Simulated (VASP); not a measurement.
# TaN (P-6m2) in VASP: further runs, part 2 of 2

VASP 6.6.1.

**4. Electric field gradients, PBE**

This run uses another cell than the first one, of 10.82 Å³/atom, 0.962 times its volume.

INCAR

```
PREC     = Accurate       # precision mode
ENCUT    = 520            # plane-wave cutoff, eV
EDIFF    = 1E-8           # SCF threshold, eV
ISMEAR   = -1             # smearing method
SIGMA    = 0.05           # smearing width, eV
LREAL    = F              # projectors in reciprocal space
LASPH    = T              # aspherical terms in the spheres
NELM     = 120            # most SCF steps
ALGO     = Normal         # electronic algorithm
ISIF     = 2              # what is computed and relaxed
LWAVE    = F              # write WAVECAR
LCHARG   = F              # write CHGCAR
GGA      = PE             # functional
LEFG     = T            
NBANDS   = 16             # bands
GGA_COMPAT= F
```

KPOINTS

```
regular mesh
0
Gamma
  13 13 11
```

POSCAR

```
TaN
1.0
    2.9399421781      0.0000000000      0.0000000000
   -1.4699710891      2.5460646119      0.0000000000
    0.0000000000      0.0000000000      2.8901750800
Ta N
1 1
Direct
    0.0000000000      0.0000000000      0.5000000000
    0.6666666667      0.3333333333      0.0000000000
```

Potentials or basis: VASP PAW PBE potentials, release 64 (Ta_sv_GW, N).

The run is started by

```sh
> cat potpaw_PBE.64/Ta_sv_GW/POTCAR potpaw_PBE.64/N/POTCAR > POTCAR
> mpirun -np 1 vasp_std > vasp.out
```

OUTCAR:

```text
PREC = Accurate
   ENCUT = 520
   EDIFF = 1E-8
   ISMEAR = -1
   LREAL = F
   LASPH = T
   NELM = 120
   ISIF = 2
   GGA = PE

 ion  position               nearest neighbor table
   1  0.000  0.000  0.500-   2 2.23   2 2.23   2 2.23   2 2.23   2 2.23   2 2.23
   2  0.667  0.333  0.000-   1 2.23   1 2.23   1 2.23   1 2.23   1 2.23   1 2.23

  LATTYP: Found a hexagonal cell.
 ALAT       =     2.9399421781
 C/A-ratio  =     0.9830720827

  Lattice vectors:

 A1 = (   2.9399421781,   0.0000000000,   0.0000000000)
 A2 = (  -1.4699710891,   2.5460646119,   0.0000000000)
 A3 = (   0.0000000000,   0.0000000000,   2.8901750800)

Analysis of symmetry for initial positions (statically):
=====================================================================
 Subroutine PRICEL returns:
 Original cell was already a primitive cell.

 Routine SETGRP: Setting up the symmetry group for a
 hexagonal supercell.

 Subroutine GETGRP returns: Found 12 space group operations
 (whereof 12 operations were pure point group operations)
 out of a pool of 24 trial point group operations.

The static configuration has the point symmetry D_3h.

Analysis of symmetry for dynamics (positions and initial velocities):
=====================================================================
 Subroutine PRICEL returns:
 Original cell was already a primitive cell.

 Routine SETGRP: Setting up the symmetry group for a
 hexagonal supercell.

 Subroutine GETGRP returns: Found 12 space group operations
 (whereof 12 operations were pure point group operations)
 out of a pool of 24 trial point group operations.

[... 157 lines left out ...]
      1     -56.1669      2.00000
      2     -22.4497      2.00000
      3     -22.1872      2.00000
      4     -22.1872      2.00000
      5      -5.3341      2.00000
      6       7.8646      2.00000
[... 433 lines left out ...]
      3     -22.4107      2.00000
      4     -22.2311      2.00000
      5      -4.7350      2.00000
      6       6.7711      2.00000
[... 8 lines left out ...]
     15      25.2248      0.00000
     16      29.2879      0.00000

 [... further k-points ...]

------------------------ aborting loop because EDIFF is reached ----------------------------------------

  FORCE on cell =-STRESS in cart. coord.  units (eV):
  Direction    XX          YY          ZZ          XY          YZ          ZX
  --------------------------------------------------------------------------------------
  -------------------------------------------------------------------------------------
  Total        0.4039468      0.4039468      0.4012497     -0.0000000     -0.0000000      0.0000000
  in kB       29.9159245     29.9159245     29.7161790     -0.0000000     -0.0000000      0.0000000
  external PRESSURE =      29.8493427 kB  Pullay stress =       0.0000000 kB

 VOLUME and BASIS-vectors are now :
 -----------------------------------------------------------------------------
  energy-cutoff  :      520.00
  volume of cell :       21.63
      direct lattice vectors                 reciprocal lattice vectors
     2.939942178  0.000000000  0.000000000     0.340142744  0.196381505  0.000000000
    -1.469971089  2.546064612  0.000000000     0.000000000  0.392763010  0.000000000
     0.000000000  0.000000000  2.890175080     0.000000000  0.000000000  0.345999800

 POSITION                                       TOTAL-FORCE (eV/Angst)
 -----------------------------------------------------------------------------------
      0.00000      0.00000      1.44509         0.000000      0.000000      0.000000
      1.46997      0.84869      0.00000        -0.000000     -0.000000      0.000000
 -----------------------------------------------------------------------------------
    total drift:                               -0.000000      0.000000      0.000000

  FREE ENERGIE OF THE ION-ELECTRON SYSTEM (eV)
  ---------------------------------------------------
  free  energy   TOTEN  =       -24.9593882108 eV

  energy  without entropy=      -24.9587933113  energy(sigma->0) =      -24.95909076

 Electric field gradients (V/A^2)
---------------------------------------------------------------------
 ion       V_xx      V_yy      V_zz      V_xy      V_xz      V_yz
---------------------------------------------------------------------
   1     -17.995   -17.995    35.990     0.000    -0.000    -0.000
   2      -0.456    -0.455     0.911     0.001    -0.000    -0.000
---------------------------------------------------------------------

 Electric field gradients after diagonalization (V/A^2)
 (convention: |V_zz| > |V_xx| > |V_yy|)
----------------------------------------------------------------------
 ion       V_xx      V_yy      V_zz     asymmetry (V_yy - V_xx)/ V_zz
----------------------------------------------------------------------
   1     -17.995   -17.995    35.990       0.000
   2      -0.457    -0.455     0.911       0.003
----------------------------------------------------------------------

           NMR quadrupolar parameters

 Cq : quadrupolar parameter    Cq=e*Q*V_zz/h
 eta: asymmetry parameters     (V_yy - V_xx)/ V_zz
 Q  : nuclear electric quadrupole moment in mb (millibarn)
----------------------------------------------------------------------
 ion       Cq(MHz)       eta       Q (mb)
----------------------------------------------------------------------
   1       0.087       0.000       1.000
   2       0.002       0.003       1.000
----------------------------------------------------------------------
```

OSZICAR:

```text
N       E                     dE             d eps       ncg     rms          rms(c)
DAV:   1     0.102014625588E+03    0.10201E+03   -0.11319E+04  4112   0.113E+03
DAV:   2    -0.235833975924E+02   -0.12560E+03   -0.12166E+03  5624   0.310E+02
DAV:   3    -0.285217529605E+02   -0.49384E+01   -0.49345E+01  4816   0.545E+01
DAV:   4    -0.286436335337E+02   -0.12188E+00   -0.12188E+00  5760   0.598E+00
DAV:   5    -0.286481675682E+02   -0.45340E-02   -0.45340E-02  4840   0.852E-01    0.560E+01
DAV:   6    -0.251004151346E+02    0.35478E+01   -0.74462E+00  4576   0.234E+01    0.574E+01
DAV:   7    -0.250000620173E+02    0.10035E+00   -0.50605E-01  4224   0.579E+00    0.258E+01
DAV:   8    -0.249599743417E+02    0.40088E-01   -0.12243E-01  5200   0.278E+00    0.531E+00
DAV:   9    -0.249594236529E+02    0.55069E-03   -0.72995E-03  5168   0.834E-01    0.902E-01
DAV:  10    -0.249593598500E+02    0.63803E-04   -0.14688E-03  4232   0.378E-01    0.175E-01
DAV:  11    -0.249593909723E+02   -0.31122E-04   -0.65536E-05  4824   0.931E-02    0.182E-01
DAV:  12    -0.249593880312E+02    0.29411E-05   -0.72051E-06  5176   0.272E-02    0.215E-02
DAV:  13    -0.249593883059E+02   -0.27472E-06   -0.65627E-07  4568   0.727E-03    0.828E-03
DAV:  14    -0.249593882555E+02    0.50381E-07   -0.65328E-08  5056   0.189E-03    0.495E-03
DAV:  15    -0.249593882147E+02    0.40800E-07   -0.74053E-09  2832   0.724E-04    0.977E-04
DAV:  16    -0.249593882108E+02    0.38751E-08   -0.74028E-10  2264   0.232E-04
   1 F= -.24959388E+02 E0= -.24959091E+02  d E =-.594900E-03
```

Wall time 17 s (1 thread of Intel Xeon 6975P-C (Granite Rapids), shared host); peak memory 0.18 GiB.

Results:

```
Free energy            : -24.9594 eV
Pressure               : 3.0 GPa
Band gap on the k mesh : zero (band 9 reaches 12.51 eV, above the bottom of band 10 at 12.33 eV)
```

Electric field gradients, principal values (V/Å²):
```tsv
atom	least	middle	greatest (by size)
1 Ta	-17.995	-17.995	35.990
2 N	-0.455	-0.457	0.911
```

Caveat: without QUAD_EFG the Cq values of the log hold for a quadrupole moment of 1 mb, not for the nuclei; spin-orbit coupling is left out, which moves the levels of the heavy elements.

**5. Overview**

| level | potentials or basis | cell | gap on the mesh (eV) | pressure (GPa) |
| --- | --- | --- | --- | --- |
| LDA | VASP PAW LDA potentials, release 64 (Ta_sv_GW, N) | a = 2.979, b = 2.979, c = 2.928 Å, angles 90.0, 90.0, 120.0°, 2 atoms | none | -24.0 |
| LDA | VASP PAW LDA potentials, release 64 (Ta_sv_GW, N) | a = 2.940, b = 2.940, c = 2.890 Å, angles 90.0, 90.0, 120.0°, 2 atoms | none | -12.1 |
| PBE | VASP PAW PBE potentials, release 64 (Ta_sv_GW, N) | a = 2.940, b = 2.940, c = 2.890 Å, angles 90.0, 90.0, 120.0°, 2 atoms | none | 3.0 |

Alike in all rows: task electric field gradients; no spin polarisation; k mesh 13 × 13 × 11; cutoff (eV) 520; smearing fermi-dirac 0.05 eV.

Caveats: spin-orbit coupling is left out, which moves the levels of the heavy elements.

Absolute energies hang on the potentials; compare differences alone.
